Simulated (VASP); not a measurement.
Set up this calculation in VASP 6.6.1, as the native input.

```
Task                   : single point
Functional             : r2SCAN
Potentials or basis    : VASP PAW PBE potentials, release 64 (As)
Cutoff                 : 520 eV
k mesh                 : 10 × 8 × 10
Occupations            : gaussian, width 0.05 eV
Spin                   : no spin polarisation
Dipole correction      : no
Further INCAR settings : ALGO = Normal; EDIFF = 1e-07; NBANDS = 18
```

As:

```
CELL_PARAMETERS angstrom
3.65000 0.00000 0.00000
0.00000 0.00000 -4.47000
-1.82500 5.50000 0.00000
ATOMIC_POSITIONS crystal
As 0.89000 0.94000 0.78000
As 0.39000 0.56000 0.78000
As 0.11000 0.06000 0.22000
As 0.61000 0.44000 0.22000
```

These files were run (other wordings do the same):

POSCAR

```
As
1.0
    3.6500000000      0.0000000000      0.0000000000
    0.0000000000      0.0000000000     -4.4700000000
   -1.8250000000      5.5000000000      0.0000000000
As
4
Direct
    0.8900000000      0.9400000000      0.7800000000
    0.3900000000      0.5600000000      0.7800000000
    0.1100000000      0.0600000000      0.2200000000
    0.6100000000      0.4400000000      0.2200000000
```

INCAR.step1

```
SYSTEM = As
PREC     = Accurate       ! precision mode
ENCUT    = 520            ! plane-wave cutoff, eV
ISMEAR   = 0              ! smearing method
SIGMA    = 0.05           ! smearing width, eV
LREAL    = .FALSE.        ! projectors in reciprocal space
LASPH    = .TRUE.         ! aspherical terms in the spheres
NELM     = 60             ! most SCF steps
NBANDS   = 18             ! bands
GGA      = PE             ! functional
ALGO     = Normal         ! electronic algorithm
EDIFF    = 1E-4           ! SCF threshold, eV
LWAVE    = .TRUE.         ! write WAVECAR
LCHARG   = .FALSE.        ! write CHGCAR
```

INCAR.step2

```
SYSTEM = As
PREC     = Accurate       ! precision mode
ENCUT    = 520            ! plane-wave cutoff, eV
EDIFF    = 1E-7           ! SCF threshold, eV
ISMEAR   = 0              ! smearing method
SIGMA    = 0.05           ! smearing width, eV
LREAL    = .FALSE.        ! projectors in reciprocal space
LASPH    = .TRUE.         ! aspherical terms in the spheres
NELM     = 60             ! most SCF steps
ALGO     = Normal         ! electronic algorithm
ISIF     = 2              ! what is computed and relaxed
LWAVE    = .FALSE.        ! write WAVECAR
LCHARG   = .TRUE.         ! write CHGCAR
METAGGA  = R2SCAN         ! meta-GGA
LMIXTAU  = .TRUE.       
LELF     = .TRUE.         ! ELF
LVHAR    = .TRUE.       
NBANDS   = 18             ! bands
ISTART   = 1
```

KPOINTS

```
regular mesh
0
G
  10 8 10
  0 0 0
```

Potentials or basis: VASP PAW PBE potentials, release 64 (As).

Command:

```console
$ cat potpaw_PBE.64/As/POTCAR > POTCAR
$ cp INCAR.step1 INCAR
$ mpirun -np 1 vasp_std > vasp.out
$ cp INCAR.step2 INCAR
$ mpirun -np 1 vasp_std > vasp.out
```

It gave:

```
Pressure      : 1.5 GPa
Largest force : 0.354 eV/Å
```

Caveat: the PAW data sets were made with another functional, which shifts forces and pressure a little.

Run time: 20 min on 1 thread of Intel Xeon 8259CL, on a shared host, peak memory 0.35 GiB.
